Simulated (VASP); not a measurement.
**LiH: single point with r2SCAN**

Crystal: LiH.

```
CELL_PARAMETERS angstrom
0.00000 1.98805 1.98805
1.98805 0.00000 1.98805
1.98805 1.98805 0.00000
ATOMIC_POSITIONS crystal
Li 0.00000 0.00000 0.00000
H 0.50000 0.50000 0.50000
```

```
Program             : VASP 6.6.1
Task                : single point
Functional          : r2SCAN
Potentials or basis : VASP PAW PBE potentials, release 64 (Li_sv, H)
Cutoff              : 520 eV
k mesh              : 12 × 12 × 12
Occupations         : fermi-dirac, width 0.02 eV
Spin                : no spin polarisation
```

| Property | Result |
| --- | --- |
| Band gap on the k mesh | 3.57 eV, direct |

Levels at points of the mesh, in eV from the valence-band top:
| k point | band 1 | band 2 | band 3 | band 4 | band 5 | band 6 |
| --- | --- | --- | --- | --- | --- | --- |
| (0.00, 0.00, 0.00) | -45.71 | -5.54 | 17.97 | 19.67 | 19.67 | 19.67 |
| (0.50, 0.00, 0.00) | -45.67 | -2.71 | 5.74 | 15.16 | 18.40 | 18.40 |
| (0.50, 0.50, 0.00) | -45.65 | 0.00 | 3.57 | 11.87 | 11.87 | 15.20 |

Wall time 24 s on 1 thread of Intel Xeon 6975P-C, with other jobs on the host, peak memory 0.14 GiB.

 A k mesh can miss the band edges.
